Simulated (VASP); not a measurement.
Crystal: TaN.

```
Ta N
1.0
     0.00000    2.17900    2.17900
     2.17900    0.00000    2.17900
     2.17900    2.17900    0.00000
Ta N
1 1
Direct
  0.50000 0.50000 0.50000
  0.00000 0.00000 0.00000
```

Base run:

* Program: VASP 6.6.1
* Functional: r2SCAN
* Potentials or basis: VASP PAW PBE potentials, release 64 (Ta_pv, N)
* Cutoff: 520 eV
* k mesh: 10 × 10 × 10
* Occupations: fermi-dirac, width 0.05 eV
* Spin: no spin polarisation

Its results: band gap on the k mesh zero (band 8 reaches 11.93 eV, above the bottom of band 9 at 7.68 eV); pressure 11.8 GPa.

Question: The run is repeated on the same cell with these changes: functional from r2SCAN to PBE. What comes out?

Answer: Band gap on the k mesh zero (band 8 reaches 11.84 eV, above the bottom of band 9 at 7.67 eV); pressure 15.4 GPa.

Caveats: spin-orbit coupling is left out, which moves the levels of the heavy elements; the PAW data sets were made with another functional, which shifts forces and pressure a little (some runs).
